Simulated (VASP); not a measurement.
Input of a VASP 6.6.1 run:

File INCAR:

```
SYSTEM = KPd2Se2I
PREC = Accurate
ENCUT = 520
EDIFF = 1E-6
ISMEAR = 0
SIGMA = 0.1
LREAL = .FALSE.
LASPH = .TRUE.
NELM = 100
ALGO = Fast
ISIF = 2
LWAVE = .FALSE.
LCHARG = .FALSE.
GGA = PE
NBANDS = 33
```

Contents of KPOINTS:

```
regular mesh
0
G
  12 12 4
  0 0 0
```

Contents of POSCAR:

```
KPd2Se2I
1.0
    4.0458508532      0.0000000000      0.0000000000
   -2.0229254266      3.5038096188      0.0000000000
    0.0000000000      0.0000000000     11.1173403100
K Pd Se I
1 2 2 1
Direct
    0.0000000000      0.0000000000      0.0374080242
    0.3333333333      0.6666666667      0.3362185180
    0.0000000000      0.0000000000      0.4778244145
    0.6666666667      0.3333333333      0.2577709601
    0.3333333333      0.6666666667      0.5694249562
    0.6666666667      0.3333333333      0.8213520971
```

Potentials or basis: VASP PAW PBE potentials, release 64 (K_sv, Pd, Se, I).

Command:

```console
$ cat potpaw_PBE.64/K_sv/POTCAR potpaw_PBE.64/Pd/POTCAR potpaw_PBE.64/Se/POTCAR potpaw_PBE.64/I/POTCAR > POTCAR
$ mpirun -np 1 vasp_std > vasp.out
```

Q: Predict the pressure.

A: 0.1 GPa.

Q: What does it give for the largest force?

A: 0.011 eV/Å.

Q: What does it give for the band gap on the k mesh?

A: Zero (bands 24 and 25 overlap by 1.34 eV).

Forces in eV/Å, atoms in the order of the input:
```
K    0.000  0.000 -0.003
Pd   0.000  0.000  0.005
Pd   0.000  0.000 -0.004
Se   0.000  0.000  0.002
Se   0.000  0.000  0.011
I    0.000  0.000 -0.011
```

Caveat: spin-orbit coupling is left out, which moves the levels of the heavy elements.
